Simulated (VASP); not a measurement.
Here is a VASP 6.6.1 calculation.

File POSCAR:

```
Rb
1.0
    4.5550698096      0.0000000000      0.0000000000
    0.0000000000      4.5550698096      0.0000000000
    0.0000000000      0.0000000000      4.5550698096
Rb
1
Direct
    0.0000000000      0.0000000000      0.0000000000
```

File INCAR.step1:

```
PREC = Accurate ; ENCUT = 600
ISMEAR = 0 ; SIGMA = 0.1
LREAL = False ; LASPH = True
NELM = 80 ; GGA = PE
ALGO = Normal ; EDIFF = 1E-4
LWAVE = True ; LCHARG = False
```

Contents of INCAR.step2:

```
PREC = Accurate ; ENCUT = 600
EDIFF = 1E-6 ; ISMEAR = 0
SIGMA = 0.1 ; LREAL = False
LASPH = True ; NELM = 80
ALGO = Normal ; ISIF = 3
LWAVE = False ; LCHARG = False
METAGGA = R2SCAN ; LMIXTAU = True
IBRION = 2 ; NSW = 100
EDIFFG = -0.01 ; ISTART = 1
```

The input KPOINTS:

```
Automatic mesh
0
Gamma
  12 12 12
```

Potentials or basis: VASP PAW PBE potentials, release 64 (Rb_sv).

Command:

```sh
$ cat potpaw_PBE.64/Rb_sv/POTCAR > POTCAR
$ cp INCAR.step1 INCAR
$ mpirun -np 1 vasp_std > vasp.out
$ cp INCAR.step2 INCAR
$ mpirun -np 1 vasp_std > vasp.out
```

(1) Estimate the space group after relaxing (to 0.1 Å).

(2) Estimate the relaxed volume.

(3) Estimate the band gap on the k mesh.

## Answers

(1) Pm-3m (No. 221).

(2) 98.35 Å³/atom.

(3) zero (an odd number of electrons rules out a gap without spin polarisation).

Caveat: the PAW data sets were made with another functional, which shifts forces and pressure a little.
